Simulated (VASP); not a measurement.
Wanted: the native input for a VASP 6.6.1 run.

- Task: single point
- Functional: PBEsol
- Potentials or basis: VASP PAW PBE potentials, release 64 (Nb_sv, Sc_sv)
- Cutoff: 520 eV
- k mesh: 10 × 10 × 5
- Occupations: fermi-dirac, width 0.05 eV
- Spin: no spin polarisation
- Dipole correction: no
- Further INCAR settings: ALGO = Normal; EDIFF = 1e-06; NBANDS = 19

The structure of ScNb lies in POSCAR:

```
ScNb
1.0
    2.8075163349      0.0000000000      0.0000000000
   -1.4037581675      2.4313804676      0.0000000000
    0.0000000000      0.0000000000      4.7255046350
Nb Sc
1 1
Direct
    0.3333333333      0.6666666667      0.5000000000
    0.0000000000      0.0000000000      0.0000000000
```

The input as run:

INCAR

```
SYSTEM = ScNb
PREC = Accurate
ENCUT = 520
EDIFF = 1E-6
ISMEAR = -1
SIGMA = 0.05
LREAL = .FALSE.
LASPH = .TRUE.
NELM = 80
ALGO = Normal
ISIF = 2
LWAVE = .FALSE.
LCHARG = .TRUE.
GGA = PS
LELF = .TRUE.
LVHAR = .TRUE.
NBANDS = 19
```

KPOINTS

```
regular mesh
0
G
  10 10 5
  0 0 0
```

Potentials or basis: VASP PAW PBE potentials, release 64 (Nb_sv, Sc_sv).

The run is started by

```bash
$ cat potpaw_PBE.64/Nb_sv/POTCAR potpaw_PBE.64/Sc_sv/POTCAR > POTCAR
$ mpirun -np 1 vasp_std > vasp.out
```

Results of the run:

```
Pressure               : 30.1 GPa
Band gap on the k mesh : zero (bands 12 and 13 overlap by 1.29 eV)
```

Caveat: the cell stands under pressure; the PAW data sets were made with another functional, which shifts forces and pressure a little.

Run time: 37 s on 1 thread of Intel Xeon 8259CL, on a shared host, peak memory 0.17 GiB.
